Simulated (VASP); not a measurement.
Runs of VASP 6.6.1 on In. The structure is that of space group Fm-3m (No. 225), or close to it. The cells are those of the table. 

```tsv
cell	further INCAR settings	gap on the mesh (eV)	pressure (GPa)
a = 3.479 Å, angles 122.4, 122.4, 85.8°, 1 atom	ALGO = Fast; EDIFF = 1e-07; NBANDS = 12	none	(b)
a = 3.372 Å, angles 120.4, 120.4, 89.3°, 1 atom	ALGO = Fast; EDIFF = 1e-07; NBANDS = 12	none	(c)
a = 3.351 Å, angles 121.9, 121.9, 86.7°, 1 atom	ALGO = Fast; EDIFF = 1e-07; NBANDS = 12	none	-0.3
a = 3.452 Å, angles 121.9, 121.9, 86.7°, 1 atom	ALGO = Fast; EDIFF = 1e-06; NBANDS = 12	none	-3.4
a = 3.425 Å, angles 121.4, 121.4, 87.5°, 1 atom	ALGO = Fast; EDIFF = 1e-07; NBANDS = 12	none	(a)
a = 3.374 Å, angles 121.4, 121.4, 87.5°, 1 atom	ALGO = Fast; EDIFF = 1e-06; NBANDS = 12	none	-1.5
a = 3.398 Å, angles 120.9, 120.9, 88.4°, 1 atom	ALGO = Fast; EDIFF = 1e-06; NBANDS = 12	none	-2.5
a = 3.348 Å, angles 120.9, 120.9, 88.4°, 1 atom	ALGO = Fast; EDIFF = 1e-07; NBANDS = 12	none	-1.0
a = 3.401 Å, angles 121.9, 121.9, 86.7°, 1 atom	ALGO = Fast; EDIFF = 1e-06; NBANDS = 12	none	-2.0
a = 3.428 Å, angles 122.4, 122.4, 85.8°, 1 atom	ALGO = Fast; EDIFF = 1e-07; NBANDS = 12	none	-2.5
```

Alike in all rows: task single point; level PBEsol; potentials or basis VASP PAW PBE potentials, release 64 (In_d); no spin polarisation; k mesh 20 × 20 × 20; cutoff (eV) 520; smearing gaussian 0.15 eV.

Q: Fill in the values left out.

A: (a) -3.0; (b) -3.8; (c) -2.1.

Caveats: the PAW data sets were made with another functional, which shifts forces and pressure a little; spin-orbit coupling is left out, which moves the levels of the heavy elements.

A k mesh can miss the band edges, and the runs leave out spin-orbit coupling on In.

A gap of «none» marks levels without a gap at the run's occupations.
